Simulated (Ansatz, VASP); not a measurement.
## One calculation of Ge, two programs

The input INCAR:

```
PREC = Accurate
ENCUT = 520
EDIFF = 1E-6
ISMEAR = 0
SIGMA = 0.15
LREAL = F
LASPH = T
NELM = 100
ALGO = Fast
ISIF = 2
LWAVE = F
LCHARG = F
GGA = PE
NBANDS = 66
```

Contents of KPOINTS:

```
regular mesh
0
Gamma
  15 15 4
```

File POSCAR:

```
Ge
1.0
    4.0391102337      0.0000000000      0.0000000000
   -2.0195551169      3.4979720711      0.0000000000
    0.0000000000      0.0000000000     13.5136511089
Ge
8
Direct
    0.0000000000      0.0000000000      0.3983391607
    0.0000000000      0.0000000000      0.6016608393
    0.0000000000      0.0000000000      0.8983391607
    0.0000000000      0.0000000000      0.1016608393
    0.3333333333      0.6666666667      0.3442031336
    0.6666666667      0.3333333333      0.6557968664
    0.6666666667      0.3333333333      0.8442031336
    0.3333333333      0.6666666667      0.1557968664
```

Input for Ansatz:

```yaml
crystal:
  lattice:
    - [4.0391102337, 0.0, 0.0]
    - [-2.0195551169, 3.4979720711, 0.0]
    - [0.0, 0.0, 13.5136511089]
  atoms:
    - { symbol: Ge, position: [0.0, 0.0, 0.3983391607] }
    - { symbol: Ge, position: [0.0, 0.0, 0.6016608393] }
    - { symbol: Ge, position: [0.0, 0.0, 0.8983391607] }
    - { symbol: Ge, position: [0.0, 0.0, 0.1016608393] }
    - { symbol: Ge, position: [0.3333333333, 0.6666666667, 0.3442031336] }
    - { symbol: Ge, position: [0.6666666667, 0.3333333333, 0.6557968664] }
    - { symbol: Ge, position: [0.6666666667, 0.3333333333, 0.8442031336] }
    - { symbol: Ge, position: [0.3333333333, 0.6666666667, 0.1557968664] }
basis:
  ecutwfc: 420
kpoints:
  mp_grid: { grid: [15, 15, 4] }
hamiltonian:
  xc: pbe
scf:
  occupations: { method: gaussian, width: 0.15 }
output:
  forces: true
  stress: true
  eigenvalues: true
```

Alike in both runs: task single point; functional PBE; k mesh 15 × 15 × 4; occupations gaussian, width 0.15 eV; no spin polarisation.

|  | VASP | Ansatz |
| --- | --- | --- |
| version | VASP 6.6.1 | Ansatz 0.2.0 |
| potentials or method | VASP PAW PBE potentials, release 64 (Ge_d), cutoff 520 eV | scalar-relativistic, plane waves, PAW |
| valence electrons in the cell | 112 | 112 |

```csv
,VASP,Ansatz,Ansatz less VASP
gap on the k mesh at the Fermi level (eV),none,none,-
pressure (GPa),0.7,0.9,+0.13
"traceless stress, the component that is largest in VASP (GPa)",-3.83,-3.85,-0.023
rms of the force components (eV/Å),0.637,0.637,+0.0002
```

Atom by atom the forces differ by 0.000 eV/Å (rms over components). A gap of «none» marks a metal or a gap that the smearing closes.
